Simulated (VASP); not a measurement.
Here is a VASP 6.6.1 calculation.

Contents of INCAR:

```
PREC = Accurate ; ENCUT = 600
EDIFF = 1E-6 ; ISMEAR = -1
SIGMA = 0.05 ; LREAL = F
LASPH = T ; NELM = 60
ALGO = Normal ; ISIF = 3
LWAVE = F ; LCHARG = F
GGA = PS ; IBRION = 2
NSW = 80 ; EDIFFG = -0.01
PSTRESS = 50.0
```

File KPOINTS:

```
Automatic mesh
0
Gamma
  9 9 9
```

POSCAR

```
As
1.0
    1.8807968987      1.0858785957      3.5140619945
   -1.8807968987      1.0858785957      3.5140619945
    0.0000000000     -2.1717571915      3.5140619945
As
2
Direct
    0.2260000000      0.2260000000      0.2260000000
    0.7740000000      0.7740000000      0.7740000000
```

Potentials or basis: VASP PAW PBE potentials, release 64 (As).

Launch:

```console
$ cat potpaw_PBE.64/As/POTCAR > POTCAR
$ mpirun -np 1 vasp_std > vasp.out
```

(1) What does it give for the relaxed volume?

(2) What does it give for the relaxed cell?

(3) What does it give for the space group after relaxing (to 0.05 Å)?

(4) Estimate the band gap on the k mesh.

## Answers

(1) 19.40 Å³/atom.

(2) a = 3.870 Å, b = 3.870 Å, c = 3.870 Å, α = 57.66°, β = 57.66°, γ = 57.66°.

(3) R-3m (No. 166).

(4) zero (band 5 reaches 6.49 eV, above the bottom of band 6 at 6.41 eV).

Caveat: the cell is relaxed towards a set pressure, so the enthalpy falls and the energy may rise; the PAW data sets were made with another functional, which shifts forces and pressure a little.
